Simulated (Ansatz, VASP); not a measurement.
**Tc in VASP and in Ansatz**

```
Tc
1.0
     0.00000    1.92070    1.92070
     1.92070    0.00000    1.92070
     1.92070    1.92070    0.00000
Tc
1
Direct
  0.00000 0.00000 0.00000
```

Alike in both runs: functional PBE; dispersion D3(BJ); k mesh 13 × 13 × 13; no spin polarisation.

Ansatz relaxed the structure, and its values are those at the end. VASP's run is a single point on that final structure, the one shown.

|  | VASP | Ansatz |
| --- | --- | --- |
| version | VASP 6.6.1 | Ansatz 0.2.0 |
| potentials or method | VASP PAW PBE potentials, release 64 (Tc_pv) | plane waves, PAW |
| plane-wave cutoff (eV) | 520 | 500 |
| occupations | methfessel-paxton of order 1, width 0.2 eV | cold, width 0.2 eV |
| valence electrons in the cell | 13 | 15 |

|  | VASP | Ansatz | Ansatz less VASP |
| --- | --- | --- | --- |
| pressure (GPa) | -0.8 | 0.0 | +0.77 |

VASP's potentials hold 13 valence electrons a cell and Ansatz's 15, so a difference there can come from the potentials and not from the codes. Ansatz's warnings: force scf threshold loose, stress scf threshold loose.
